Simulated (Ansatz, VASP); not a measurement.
**One calculation of SbMo, two programs**

```
CELL_PARAMETERS angstrom
4.30079 0.00000 0.00000
-2.15039 3.68734 0.00000
0.00000 0.00000 5.20487
ATOMIC_POSITIONS crystal
Mo 0.00000 0.00000 0.00000
Mo 0.00000 0.00000 0.50000
Sb 0.33333 0.66667 0.25000
Sb 0.66667 0.33333 0.75000
```

Change from the starting cell: strain e2 = -0.01, atoms carried along.

Alike in both runs: task single point; functional PBEsol; k mesh 10 × 10 × 6; occupations gaussian, width 0.05 eV; no spin polarisation.

|  | VASP | Ansatz |
| --- | --- | --- |
| version | VASP 6.6.1 | Ansatz 0.2.0 |
| potentials or method | VASP PAW PBE potentials, release 64 (Mo_sv, Sb), cutoff 520 eV | scalar-relativistic, plane waves, PAW |
| valence electrons in the cell | 38 | 58 |

Ansatz gave:

| Quantity | Value |
| --- | --- |
| gap on the k mesh at the Fermi level (eV) | none |
| pressure (GPa) | 1.4 |
| traceless stress, the component that is largest in VASP (GPa) | 0.76 |
| rms of the force components (eV/Å) | 0.053 |

Problem. Estimate VASP's values.

Solution. gap on the k mesh at the Fermi level (eV): none; pressure (GPa): 1.7; traceless stress, the component that is largest in VASP (GPa): 0.72; rms of the force components (eV/Å): 0.053.

VASP's potentials were made for PBE, not for PBEsol. Atom by atom the forces differ by 0.000 eV/Å (rms over components). A gap of «none» marks a metal or a gap that the smearing closes. VASP's potentials hold 38 valence electrons a cell and Ansatz's 58, so a difference there can come from the potentials and not from the codes.

Neither program's run includes spin-orbit coupling.
